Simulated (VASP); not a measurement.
# C (Fm-3m) in VASP: a series of runs

The runs below take C through single point, with r2SCAN.

Program: VASP 6.6.1. These are calculated values, not measurements. Logs are shortened: lines on timing, memory, paths and dates and some standing lists are left out, and cuts for length are marked.

**1. The cell of the first run**

The structure is cubic, space group Fm-3m (No. 225). The conventional cell has a = 3.033 Å, b = 3.033 Å, c = 3.033 Å, α = 90.00°, β = 90.00°, γ = 90.00°. Within 2.8 Å of C (site symmetry m-3m) lie 12 C at 2.14 Å.

**2. Single point, r2SCAN**

File POSCAR:

```
C
1.0
    0.0000000000      1.5165125399      1.5165125399
    1.5165125399      0.0000000000      1.5165125399
    1.5165125399      1.5165125399      0.0000000000
C
1
Direct
    0.0000000000      0.0000000000      0.0000000000
```

File INCAR.step1:

```
PREC = Accurate
ENCUT = 660
ISMEAR = -1
SIGMA = 0.05
LREAL = F
LASPH = T
NELM = 120
NBANDS = 8
GGA = PE
ALGO = Normal
EDIFF = 1E-5
LWAVE = T
LCHARG = F
GGA_COMPAT = F
```

File INCAR.step2:

```
PREC = Accurate
ENCUT = 660
EDIFF = 1E-6
ISMEAR = -1
SIGMA = 0.05
LREAL = F
LASPH = T
NELM = 120
ALGO = Normal
ISIF = 2
LWAVE = F
LCHARG = F
METAGGA = R2SCAN
LMIXTAU = T
NBANDS = 8
ISTART = 1
GGA_COMPAT = F
```

File KPOINTS:

```
regular mesh
0
Gamma
  10 10 10
```

Potentials or basis: VASP PAW PBE potentials, release 64 (C).

Command:

```console
$ cat potpaw_PBE.64/C/POTCAR > POTCAR
$ cp INCAR.step1 INCAR
$ mpirun -np 1 vasp_std > vasp.out
$ cp INCAR.step2 INCAR
$ mpirun -np 1 vasp_std > vasp.out
```

OUTCAR:

```text
PREC = Accurate
   ENCUT = 660
   EDIFF = 1E-6
   ISMEAR = -1
   LREAL = F
   LASPH = T
   NELM = 120
   ISIF = 2
   METAGGA = R2SCAN
   ISTART = 1

 ion  position               nearest neighbor table
   1  0.000  0.000  0.000-

  LATTYP: Found a face centered cubic cell.
 ALAT       =     3.0330250798

  Lattice vectors:

 A1 = (   0.0000000000,   1.5165125399,   1.5165125399)
 A2 = (   1.5165125399,   0.0000000000,   1.5165125399)
 A3 = (   1.5165125399,   1.5165125399,   0.0000000000)

Analysis of symmetry for initial positions (statically):
=====================================================================
 Subroutine PRICEL returns:
 Original cell was already a primitive cell.

 Routine SETGRP: Setting up the symmetry group for a
 face centered cubic supercell.

 Subroutine GETGRP returns: Found 48 space group operations
 (whereof 48 operations were pure point group operations)
 out of a pool of 48 trial point group operations.

The static configuration has the point symmetry O_h .

Analysis of symmetry for dynamics (positions and initial velocities):
=====================================================================
 Subroutine PRICEL returns:
 Original cell was already a primitive cell.

 Routine SETGRP: Setting up the symmetry group for a
 face centered cubic supercell.

 Subroutine GETGRP returns: Found 48 space group operations
 (whereof 48 operations were pure point group operations)
 out of a pool of 48 trial point group operations.

The dynamic configuration has the point symmetry O_h .

 Subroutine INISYM returns: Found 48 space group operations
 (whereof 48 operations are pure point group operations),
 and found     1 'primitive' translations

----------------------------------------------------------------------------------------

                                     Primitive cell

  volume of cell :       6.9754

  direct lattice vectors                    reciprocal lattice vectors
     0.000000000  1.516512540  1.516512540    -0.329703835  0.329703835  0.329703835
     1.516512540  0.000000000  1.516512540     0.329703835 -0.329703835  0.329703835
     1.516512540  1.516512540  0.000000000     0.329703835  0.329703835 -0.329703835

  length of vectors
     2.144672601  2.144672601  2.144672601     0.571063793  0.571063793  0.571063793

  position of ions in fractional coordinates (direct lattice)
     0.000000000  0.000000000  0.000000000

  ion indices of the primitive-cell ions
   primitive index   ion index
                 1           1

----------------------------------------------------------------------------------------

 KPOINTS: regular mesh

Automatic generation of k-mesh.
 Grid dimensions read from file:
 generate k-points for:   10   10   10

 Generating k-lattice:

  Cartesian coordinates                     Fractional coordinates (reciprocal lattice)
    -0.032970383  0.032970383  0.032970383     0.100000000  0.000000000  0.000000000
     0.032970383 -0.032970383  0.032970383     0.000000000  0.100000000  0.000000000
     0.032970383  0.032970383 -0.032970383     0.000000000  0.000000000  0.100000000

  Length of vectors
     0.057106379  0.057106379  0.057106379

  Shift w.r.t. Gamma in fractional coordinates (k-lattice)
     0.000000000  0.000000000  0.000000000

 Subroutine IBZKPT returns following result:
 ===========================================

 Found     47 irreducible k-points:

 Following reciprocal coordinates:
            Coordinates               Weight
  0.000000  0.000000  0.000000      1.000000
  0.100000  0.000000  0.000000      8.000000
  0.200000  0.000000  0.000000      8.000000
  0.300000  0.000000  0.000000      8.000000
  0.400000  0.000000  0.000000      8.000000
  0.500000  0.000000  0.000000      4.000000
[... 16 lines left out ...]
  0.300000  0.300000  0.000000      6.000000
  0.400000  0.300000  0.000000     24.000000
 [... further k-points ...]
   k-points           NKPTS =     47   k-points in BZ     NKDIM =     47   number of bands    NBANDS=      8
   number of dos      NEDOS =    301   number of ions     NIONS =      1
   total plane-waves  NPLWV =   5832
   dimension x,y,z NGX =    18 NGY =   18 NGZ =   18
   dimension x,y,z NGXF=    36 NGYF=   36 NGZF=   36
   ions per type =               1
   NGX,Y,Z   is equivalent  to a cutoff of  13.95, 13.95, 13.95 a.u.
   NGXF,Y,Z  is equivalent  to a cutoff of  27.91, 27.91, 27.91 a.u.
 SYSTEM =  unknown system
   PREC   = accura    normal or accurate (medium, high low for compatibility)
   ISTART =      1    job   : 0-new  1-cont  2-samecut
   ICHARG =      0    charge: 1-file 2-atom 10-const
   ISPIN  =      1    spin polarized calculation?
   LNONCOLLINEAR =      F non collinear calculations
   LSORBIT =      F    spin-orbit coupling
   LASPH  =      T    aspherical Exc in radial PAW
   ENCUT  =  660.0 eV  48.51 Ry    6.96 a.u.   4.49  4.49  4.49*2*pi/ulx,y,z
   NELM   =    120;   NELMIN=  2; NELMDL=  0     # of ELM steps
   EDIFF  = 0.1E-05   stopping-criterion for ELM
   LREAL  =      F    real-space projection
   EDIFFG = 0.1E-04   stopping-criterion for IOM
   NSW    =      0    number of steps for IOM
   IBRION =     -1    ionic relax: 0-MD 1-quasi-New 2-CG
   NFREE  =      0    steps in history (QN), initial steepest desc. (CG)
   ISIF   =      2    stress and relaxation
   ISYM   =      2    0-nonsym 1-usesym 2-fastsym
   POTIM  = 0.5000    time-step for ionic-motion
   TEBEG  =    0.0;   TEEND  =   0.0 temperature during run
   PSTRESS=    0.0 pullay stress
   NELECT =       4.0000    total number of electrons
   NUPDOWN=      -1.0000    fix difference up-down
   EMIN   =  10.00;   EMAX   =-10.00  energy-range for DOS
   EFERMI =   0.00;   METHOD = LEGACY
   ISMEAR =    -1;   SIGMA  =   0.05  broadening in eV -4-tet -1-fermi 0-gaus
   EFERMI_NEDOS =   21; number of points for ismear=-14 and -15
   IALGO  =     38    algorithm
   IMIX   =      4    mixing-type and parameters
     AMIX     =   0.40;   BMIX     =  1.00
     AMIX_MAG =   1.60;   BMIX_MAG =  1.00
  volume/ion in A,a.u.               =       6.98        47.07
  Fermi-wavevector in a.u.,A,eV,Ry     =   1.360104  2.570224 25.169189  1.849883
  Thomas-Fermi vector in A             =   2.486795
   LORBIT       =      0    0 simple, 1 ext, 2 COOP (PROOUT), +10 PAW based schemes
   METAGGA = R2SCAN    functional components
   LHFCALC =     F    Hartree Fock is set to
   AEXX    =    0.0000 exact exchange contribution
   IVDW    =     0    specifies the selected vdW correction
   LEPSILON=     F    determine dielectric tensor
   LRPA    =     F    only Hartree local field effects (RPA)
 non-spin polarized calculation
  energy-cutoff  :      660.00
  volume of cell :        6.98
 maximum number of plane-waves:       283
 NGX is ok and might be reduce to    18
   NGX =  9   NGY =  9   NGZ =  9

 number of electron       4.0000000 magnetization

 Free energy of the ion-electron system (eV)
  ---------------------------------------------------
  ext. energy  EPLUGINS =         0.00000000
  ---------------------------------------------------
  free energy    TOTEN  =        -5.11786013 eV

  energy without entropy =       -5.11202961  energy(sigma->0) =       -5.11494487

 E-fermi :   8.3412     XC(G=0): -13.9769

 val. band max:        8.2449165288   @ k =  -0.3000   0.3000   0.1000
 cond. band min:       8.3951912833   @ k =   0.4000   0.2000   0.1000
 fundamental gap:      0.1502747545
 Fermi energy:         8.3411542132

 k-point     1 :       0.0000    0.0000    0.0000
  band No.  band energies     occupation
      1     -12.3011      2.00000
      2      17.3177      0.00000
      3      17.3177      0.00000
      4      17.3177      0.00000
      5      40.2404      0.00000
      6      40.2404      0.00000
      7      40.2404      0.00000
      8      42.6995      0.00000

 k-point     2 :       0.1000    0.0000    0.0000
  band No.  band energies     occupation
      1     -11.8663      2.00000
      2      15.9505      0.00000
      3      17.0836      0.00000
      4      17.0836      0.00000
      5      37.5525      0.00000
      6      40.8504      0.00000
      7      40.8504      0.00000
      8      42.4880      0.00000

 k-point     3 :       0.2000    0.0000    0.0000
  band No.  band energies     occupation
      1     -10.5660      2.00000
      2      12.3205      0.00000
      3      16.5269      0.00000
      4      16.5269      0.00000
      5      35.4666      0.00000
      6      41.2440      0.00000
      7      41.2440      0.00000
      8      41.8300      0.00000

 k-point     4 :       0.3000    0.0000    0.0000
  band No.  band energies     occupation
      1      -8.4134      2.00000
      2       7.5933      2.00000
      3      15.9291      0.00000
      4      15.9291      0.00000
      5      34.8614      0.00000
      6      39.6419      0.00000
      7      39.6419      0.00000
      8      40.8441      0.00000

 k-point     5 :       0.4000    0.0000    0.0000
  band No.  band energies     occupation
      1      -5.4408      2.00000
      2       2.7702      2.00000
      3      15.5030      0.00000
      4      15.5030      0.00000
      5      34.9171      0.00000
      6      38.0738      0.00000
      7      38.0738      0.00000
      8      39.9442      0.00000

 k-point     6 :       0.5000    0.0000    0.0000
  band No.  band energies     occupation
      1      -2.0780      2.00000
      2      -1.2519      2.00000
      3      15.3517      0.00000
      4      15.3517      0.00000
      5      35.0178      0.00000
      6      37.4990      0.00000
      7      37.4990      0.00000
      8      39.5790      0.00000

 k-point     7 :       0.1000    0.1000    0.0000
  band No.  band energies     occupation
      1     -11.7217      2.00000
      2      16.4450      0.00000
      3      16.4450      0.00000
      4      16.6932      0.00000
      5      36.1407      0.00000
      6      41.5106      0.00000
      7      41.6187      0.00000
      8      41.6187      0.00000
[... 133 lines left out ...]
 k-point    20 :      -0.4000    0.2000    0.0000
  band No.  band energies     occupation
      1      -1.6480      2.00000
      2       1.2350      2.00000
      3      10.4737      0.00000
      4      14.1114      0.00000
      5      30.1584      0.00000
      6      37.6712      0.00000
      7      41.5740      0.00000
      8      42.8254      0.00000

 k-point    21 :      -0.3000    0.2000    0.0000
  band No.  band energies     occupation
      1      -5.0296      2.00000
      2       5.6250      2.00000
      3      10.0357      0.00000
      4      15.1323      0.00000
      5      31.9561      0.00000
      6      37.2756      0.00000
      7      41.3450      0.00000
      8      42.7185      0.00000

 k-point    22 :      -0.2000    0.2000    0.0000
  band No.  band energies     occupation
      1      -7.7040      2.00000
      2      10.0588      0.00000
      3      10.4217      0.00000
      4      16.1716      0.00000
      5      34.7013      0.00000
      6      35.8973      0.00000
      7      41.8383      0.00000
      8      42.9798      0.00000

 k-point    23 :       0.3000    0.3000    0.0000
  band No.  band energies     occupation
      1      -7.1503      2.00000
      2      11.4621      0.00000
      3      12.5885      0.00000
      4      12.5885      0.00000
      5      28.1728      0.00000
      6      28.6624      0.00000
      7      48.3147      0.00000
      8      49.1035      0.00000

 k-point    24 :       0.4000    0.3000    0.0000
  band No.  band energies     occupation
      1      -5.0538      2.00000
      2       8.8219      0.00013
      3      10.8511      0.00000
      4      12.0253      0.00000
      5      27.0536      0.00000
      6      28.7498      0.00000
      7      47.4346      0.00000
      8      49.4733      0.00000

 [... further k-points ...]

------------------------ aborting loop because EDIFF is reached ----------------------------------------

  FORCE on cell =-STRESS in cart. coord.  units (eV):
  Direction    XX          YY          ZZ          XY          YZ          ZX
  --------------------------------------------------------------------------------------
  -------------------------------------------------------------------------------------
  Total        0.4239822      0.4239822      0.4239822      0.0000000     -0.0000000     -0.0000000
  in kB       97.3845733     97.3845733     97.3845733      0.0000000     -0.0000000     -0.0000000
  external PRESSURE =      97.3845733 kB  Pullay stress =       0.0000000 kB

 VOLUME and BASIS-vectors are now :
 -----------------------------------------------------------------------------
  energy-cutoff  :      660.00
  volume of cell :        6.98
      direct lattice vectors                 reciprocal lattice vectors
     0.000000000  1.516512540  1.516512540    -0.329703835  0.329703835  0.329703835
     1.516512540  0.000000000  1.516512540     0.329703835 -0.329703835  0.329703835
     1.516512540  1.516512540  0.000000000     0.329703835  0.329703835 -0.329703835

 POSITION                                       TOTAL-FORCE (eV/Angst)
 -----------------------------------------------------------------------------------
      0.00000      0.00000      0.00000         0.000000     -0.000000     -0.000000
 -----------------------------------------------------------------------------------
    total drift:                                0.000000      0.000000     -0.000000

  FREE ENERGIE OF THE ION-ELECTRON SYSTEM (eV)
  ---------------------------------------------------
  free  energy   TOTEN  =        -5.1178601346 eV

  energy  without entropy=       -5.1120296141  energy(sigma->0) =       -5.11494487
```

Run time: 16 s. Hardware: 1 thread of Intel Xeon Platinum 8259CL at 2.50GHz (Skylake/Cascade Lake), shared host; peak memory 0.11 GiB.

What came out:

```yaml
Free_energy: -5.1179 eV
Pressure: 9.7 GPa
Band_gap_on_the_k_mesh: zero (bands 2 and 3 overlap by 12.28 eV)
```

Caveat: the cell stands under pressure; the PAW data sets were made with another functional, which shifts forces and pressure a little.

(Part 1 of 2 ends here.)
